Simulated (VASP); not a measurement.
# BeS (P6_3/mmc) in VASP: G0W0 quasiparticle levels with PBE

Aim: the G0W0 quasiparticle levels of BeS with PBE.

Program: VASP 6.6.1. These are calculated values, not measurements. Logs are shortened: lines on timing, memory, paths and dates and some standing lists are left out, and cuts for length are marked.

**1. The cell of the first run**

The structure is hexagonal, space group P6_3/mmc (No. 194). The conventional cell has a = 3.300 Å, b = 3.300 Å, c = 5.255 Å, α = 90.00°, β = 90.00°, γ = 120.00°. Within 3.1 Å of Be (site symmetry -3m) lie 6 S at 2.31 Å and 2 Be at 2.63 Å. Within 3.1 Å of S (site symmetry -6m2) lie 6 Be at 2.31 Å.

**2. G0W0 quasiparticle levels, PBE**

POSCAR

```
BeS
1.0
    3.3002359551      0.0000000000      0.0000000000
   -1.6501179775      2.8580881756      0.0000000000
    0.0000000000      0.0000000000      5.2552221010
Be S
2 2
Direct
    0.0000000000      0.0000000000      0.0000000000
    0.0000000000      0.0000000000      0.5000000000
    0.3333333333      0.6666666667      0.2500000000
    0.6666666667      0.3333333333      0.7500000000
```

INCAR.step1

```
ALGO = Normal
EDIFF = 1E-8
ENCUT = 500
GGA = PE
ISMEAR = 0
LASPH = True
LCHARG = False
LREAL = False
LWAVE = True
NELM = 60
PREC = Accurate
SIGMA = 0.01
```

INCAR.step2

```
ALGO = Exact
EDIFF = 1E-8
ENCUT = 500
GGA = PE
ISMEAR = 0
ISTART = 1
LASPH = True
LCHARG = False
LOPTICS = True
LREAL = False
LWAVE = True
NBANDS = 350
NELM = 1
PREC = Accurate
SIGMA = 0.01
```

INCAR.step3

```
ALGO = EVGW0
EDIFF = 1E-8
ENCUT = 500
ENCUTGW = 200
GGA = PE
ISMEAR = 0
ISTART = 1
LASPH = True
LCHARG = False
LREAL = False
LWAVE = False
NBANDS = 350
NBANDSGW = 16
NELMGW = 1
NOMEGA = 48
PREC = Accurate
PRECFOCK = Fast
SIGMA = 0.01
```

KPOINTS

```
k-points
0
Gamma
  6 6 4
```

Potentials or basis: VASP PAW PBE potentials, release 64 (Be_GW, S_GW).

Command:

```bash
$ cat potpaw_PBE.64/Be_GW/POTCAR potpaw_PBE.64/S_GW/POTCAR > POTCAR
$ cp INCAR.step1 INCAR
$ mpirun -np 1 vasp_std > vasp.out
$ cp INCAR.step2 INCAR
$ mpirun -np 1 vasp_std > vasp.out
$ cp INCAR.step3 INCAR
$ mpirun -np 1 vasp_std > vasp.out
```

OUTCAR:

```text
EDIFF = 1E-8
   ENCUT = 500
   ENCUTGW = 200
   GGA = PE
   ISMEAR = 0
   ISTART = 1
   LASPH = True
   LREAL = False
   NELMGW = 1
   PREC = Accurate
   PRECFOCK = Fast

 ion  position               nearest neighbor table
   1  0.000  0.000  0.000-   3 2.31   4 2.31   3 2.31   4 2.31   4 2.31   3 2.31
   2  0.000  0.000  0.500-   3 2.31   4 2.31   3 2.31   4 2.31   4 2.31   3 2.31
   3  0.333  0.667  0.250-   1 2.31   2 2.31   1 2.31   2 2.31   1 2.31   2 2.31
   4  0.667  0.333  0.750-   1 2.31   2 2.31   1 2.31   2 2.31   1 2.31   2 2.31

  LATTYP: Found a hexagonal cell.
 ALAT       =     3.3002359551
 C/A-ratio  =     1.5923776883

  Lattice vectors:

 A1 = (   3.3002359551,   0.0000000000,   0.0000000000)
 A2 = (  -1.6501179775,   2.8580881756,   0.0000000000)
 A3 = (   0.0000000000,   0.0000000000,   5.2552221010)

Analysis of symmetry for initial positions (statically):
=====================================================================
 Subroutine PRICEL returns:
 Original cell was already a primitive cell.

 Routine SETGRP: Setting up the symmetry group for a
 hexagonal supercell.

 Subroutine GETGRP returns: Found 24 space group operations
 (whereof 12 operations were pure point group operations)
 out of a pool of 24 trial point group operations.

The static configuration has the point symmetry D_3d.
 The point group associated with its full space group is D_6h.

Analysis of symmetry for dynamics (positions and initial velocities):
=====================================================================
 Subroutine PRICEL returns:
 Original cell was already a primitive cell.

 Routine SETGRP: Setting up the symmetry group for a
 hexagonal supercell.

 Subroutine GETGRP returns: Found 24 space group operations
 (whereof 12 operations were pure point group operations)
 out of a pool of 24 trial point group operations.

The dynamic configuration has the point symmetry D_3d.
 The point group associated with its full space group is D_6h.

 Subroutine INISYM returns: Found 24 space group operations
 (whereof 12 operations are pure point group operations),
 and found     1 'primitive' translations

----------------------------------------------------------------------------------------

                                     Primitive cell

  volume of cell :      49.5692

  direct lattice vectors                    reciprocal lattice vectors
     3.300235955  0.000000000  0.000000000     0.303008637  0.174942118  0.000000000
    -1.650117978  2.858088176  0.000000000     0.000000000  0.349884237  0.000000000
     0.000000000  0.000000000  5.255222101     0.000000000  0.000000000  0.190286915

  length of vectors
     3.300235955  3.300235955  5.255222101     0.349884237  0.349884237  0.190286915

  position of ions in fractional coordinates (direct lattice)
     0.000000000  0.000000000  0.000000000
     0.000000000  0.000000000  0.500000000
     0.333333333  0.666666667  0.250000000
     0.666666667  0.333333333  0.750000000

  ion indices of the primitive-cell ions
   primitive index   ion index
                 1           1
                 2           2
                 3           3
                 4           4

----------------------------------------------------------------------------------------

 KPOINTS: k-points

Automatic generation of k-mesh.
 Grid dimensions read from file:
 generate k-points for:    6    6    4

 Generating k-lattice:

  Cartesian coordinates                     Fractional coordinates (reciprocal lattice)
     0.050501440  0.029157020  0.000000000     0.166666667 -0.000000000  0.000000000
     0.000000000  0.058314039  0.000000000     0.000000000  0.166666667  0.000000000
     0.000000000  0.000000000  0.047571729     0.000000000  0.000000000  0.250000000

  Length of vectors
     0.058314039  0.058314039  0.047571729

  Shift w.r.t. Gamma in fractional coordinates (k-lattice)
     0.000000000  0.000000000  0.000000000

 Subroutine IBZKPT returns following result:
 ===========================================

 Found     21 irreducible k-points:

 Following reciprocal coordinates:
            Coordinates               Weight
  0.000000  0.000000  0.000000      1.000000
  0.166667 -0.000000  0.000000      6.000000
  0.333333 -0.000000  0.000000      6.000000
  0.500000 -0.000000  0.000000      3.000000
  0.166667  0.166667  0.000000      6.000000
  0.333333  0.166667  0.000000     12.000000
[... 13 lines left out ...]
  0.333333  0.166667  0.500000     12.000000
  0.333333  0.333333  0.500000      2.000000
   k-points           NKPTS =     21   k-points in BZ     NKDIM =    144   number of bands    NBANDS=    350
   number of dos      NEDOS =    301   number of ions     NIONS =      4
   total plane-waves  NPLWV =  23040
   dimension x,y,z NGX =    24 NGY =   24 NGZ =   40
   dimension x,y,z NGXF=    48 NGYF=   48 NGZF=   80
   ions per type =               2   2
   NGX,Y,Z   is equivalent  to a cutoff of  12.09, 12.09, 12.65 a.u.
   NGXF,Y,Z  is equivalent  to a cutoff of  24.18, 24.18, 25.31 a.u.
 SYSTEM =  unknown system
   PREC   = accura    normal or accurate (medium, high low for compatibility)
   ISTART =      1    job   : 0-new  1-cont  2-samecut
   ICHARG =      0    charge: 1-file 2-atom 10-const
   ISPIN  =      1    spin polarized calculation?
   LNONCOLLINEAR =      F non collinear calculations
   LSORBIT =      F    spin-orbit coupling
   LASPH  =      T    aspherical Exc in radial PAW
   ENCUT  =  500.0 eV  36.75 Ry    6.06 a.u.   6.02  6.02  9.58*2*pi/ulx,y,z
   NELM   =     60;   NELMIN=  2; NELMDL=  0     # of ELM steps
   EDIFF  = 0.1E-07   stopping-criterion for ELM
   LREAL  =      F    real-space projection
   EDIFFG = 0.1E-06   stopping-criterion for IOM
   NSW    =      0    number of steps for IOM
   IBRION =     -1    ionic relax: 0-MD 1-quasi-New 2-CG
   NFREE  =      0    steps in history (QN), initial steepest desc. (CG)
   ISIF   =      0    stress and relaxation
   ISYM   =      3    0-nonsym 1-usesym 2-fastsym
   POTIM  = 0.5000    time-step for ionic-motion
   TEBEG  =    0.0;   TEEND  =   0.0 temperature during run
   PSTRESS=    0.0 pullay stress
   NELECT =      16.0000    total number of electrons
   NUPDOWN=      -1.0000    fix difference up-down
   EMIN   =  10.00;   EMAX   =-10.00  energy-range for DOS
   EFERMI =   0.00;   METHOD = LEGACY
   ISMEAR =     0;   SIGMA  =   0.01  broadening in eV -4-tet -1-fermi 0-gaus
   EFERMI_NEDOS =   21; number of points for ismear=-14 and -15
   IALGO  =     38    algorithm
   IMIX   =      4    mixing-type and parameters
     AMIX     =   0.40;   BMIX     =  1.00
     AMIX_MAG =   1.60;   BMIX_MAG =  1.00
  volume/ion in A,a.u.               =      12.39        83.63
  Fermi-wavevector in a.u.,A,eV,Ry     =   1.122994  2.122152 17.158531  1.261116
  Thomas-Fermi vector in A             =   2.259658
   LORBIT       =      0    0 simple, 1 ext, 2 COOP (PROOUT), +10 PAW based schemes
   GGA     = PE    functional components
   LHFCALC =     T    Hartree Fock is set to
   PRECFOCK=fast      Normal, Fast or Accurate (Low or Medium for compatibility)
   ENCUT4O =  -1.0   cutoff for four orbital integrals eV
   NKREDX  =     1    reduce k-point grid by
   NKREDY  =     1    reduce k-point grid by
   NKREDZ  =     1    reduce k-point grid by
   AEXX    =    1.0000 exact exchange contribution
   HFSCREEN=    0.0000 screening length (either q_TF or 0.3 A-1)
   HFSCREENC=   0.0000 screening length for correlation (either q_TF or 0.3 A-1)
   ENCUTFOCK=  -1.0 apply spherical cutoff to Coloumb kernel
   IVDW    =     0    specifies the selected vdW correction
   LEPSILON=     F    determine dielectric tensor
   LRPA    =     F    only Hartree local field effects (RPA)
   LRPAFORCE           =     F    calculate RPA forces
   ENCUTGW             = 200.0    cutoff for response function in eV
   ENCUTGWSOFT         = 160.0    soft cutoff for Coulomb kernel in GW response function in eV
   ENCUTLF             =  -1.0    cutoff for local field effects
   NELMGW              =     1    number of iterations in solving QP/BSE equation
   NELMHF              =     1    number of iterations in the inner HF iteration
   NKREDLFX            =     1    NKREDLFY  =   1   NKREDLFZ  =   1
 non-spin polarized calculation
 Gauss-broadening in eV      SIGMA  =   0.01
  energy-cutoff  :      500.00
  volume of cell :       49.57
 maximum number of plane-waves:      1284
  NGX = 14; NGY = 14; NGZ = 24
   NGX = 13   NGY = 13   NGZ = 19
 maximum number of plane-waves:       336

 QP shifts <psi_nk| G(iteration)W_0 |psi_nk>: iteration 1
 for sc-GW calculations column KS-energies equals QP-energies in previous step
 and V_xc(KS)=  KS-energies - (<T + V_ion + V_H > + <T+V_H+V_ion>^1  + <V_x>^1)

 k-point   1 :       0.0000    0.0000    0.0000
  band No.  KS-energies  QP-energies   sigma(KS)   V_xc(KS)     V^pw_x(r,r')   Z            occupation Imag(sigma)

      1      -8.9493      -9.7308     -13.8206     -12.6699     -21.3506       0.6792       2.0000       1.4899
      2      -6.5898      -7.3135     -14.5021     -13.4845     -21.2896       0.7111       2.0000       1.1538
      3      -0.9425      -1.8244     -12.7011     -11.4701     -16.7575       0.7164       2.0000       0.3241
      4       5.4766       4.7069     -14.2009     -13.2004     -15.7257       0.7694       2.0000       0.0343
      5       5.4766       4.7069     -14.2009     -13.2004     -15.7257       0.7694       2.0000       0.0343
      6       5.5136       4.7392     -14.6155     -13.6088     -16.0778       0.7693       2.0000       0.0301
[... 8 lines left out ...]
     15      14.6708      14.9410     -10.5507     -10.8953      -5.3856       0.7840       0.0000      -0.1641
     16      15.6237      15.9243     -10.7836     -11.1695      -5.3832       0.7791       0.0000      -0.1754

 k-point   2 :       0.1667   -0.0000    0.0000
  band No.  KS-energies  QP-energies   sigma(KS)   V_xc(KS)     V^pw_x(r,r')   Z            occupation Imag(sigma)

      1      -8.5940      -9.3721     -13.8807     -12.7467     -21.2964       0.6862       2.0000       1.4419
      2      -6.3180      -7.0326     -14.5988     -13.5951     -21.3054       0.7119       2.0000       1.1074
      3      -0.5916      -1.4672     -12.7306     -11.5115     -16.6144       0.7183       2.0000       0.2849
      4       2.9315       2.0956     -13.5014     -12.3869     -15.8162       0.7501       2.0000       0.0691
      5       4.2304       3.4173     -13.8746     -12.8063     -15.7825       0.7611       2.0000       0.0446
      6       4.3814       3.5929     -14.0906     -13.0568     -15.8164       0.7628       2.0000       0.0423
[... 8 lines left out ...]
     15      14.2965      14.5261     -10.7333     -11.0303      -5.4023       0.7732       0.0000      -0.1672
     16      15.3759      15.6814     -10.2527     -10.6570      -4.1970       0.7556       0.0000      -0.2704
[... 348 lines left out ...]
      5       2.0107       1.1636     -13.1961     -12.0543     -15.8412       0.7418       2.0000       0.0965
      6       2.0107       1.1636     -13.1961     -12.0543     -15.8412       0.7418       2.0000       0.0965
[... 8 lines left out ...]
     15      16.4369      16.7498     -10.5162     -10.9299      -4.3163       0.7565       0.0000      -0.3044
     16      16.4369      16.7498     -10.5162     -10.9299      -4.3163       0.7565       0.0000      -0.3044

 k-point  21 :       0.3333    0.3333    0.5000
  band No.  KS-energies  QP-energies   sigma(KS)   V_xc(KS)     V^pw_x(r,r')   Z            occupation Imag(sigma)

      1      -5.9279      -6.6229     -14.8147     -13.8355     -21.4283       0.7097       2.0000       1.0420
      2      -5.9279      -6.6229     -14.8147     -13.8355     -21.4283       0.7097       2.0000       1.0420
      3       0.2202      -0.6750     -12.8929     -11.6594     -16.2709       0.7257       2.0000       0.1851
      4       0.2202      -0.6750     -12.8929     -11.6594     -16.2709       0.7257       2.0000       0.1851
      5       0.2448      -0.6107     -12.7651     -11.5844     -16.1903       0.7246       2.0000       0.1928
      6       0.2448      -0.6107     -12.7651     -11.5844     -16.1903       0.7246       2.0000       0.1928
[... 8 lines left out ...]
     15      16.5873      16.8310     -10.3309     -10.6472      -4.4161       0.7702       0.0000      -0.2769
     16      16.5873      16.8310     -10.3309     -10.6472      -4.4161       0.7702       0.0000      -0.2769
```

It took 28 min on 1 thread of Intel Xeon 6975P-C (Granite Rapids), shared host; peak memory 1.6 GiB.

Results:

| Item | Value |
| --- | --- |
| Quasiparticle gap | 2.31 eV |
| Least direct quasiparticle gap | 4.46 eV |
| Band gap of the starting levels on the mesh | 1.46 eV |
| Least direct gap of the starting levels on the mesh | 3.45 eV |

Caveat: the k points lie up to 0.37 Å⁻¹ apart; bands, screening cutoff and mesh are small and nothing is extrapolated, so the quasiparticle values aren't converged.
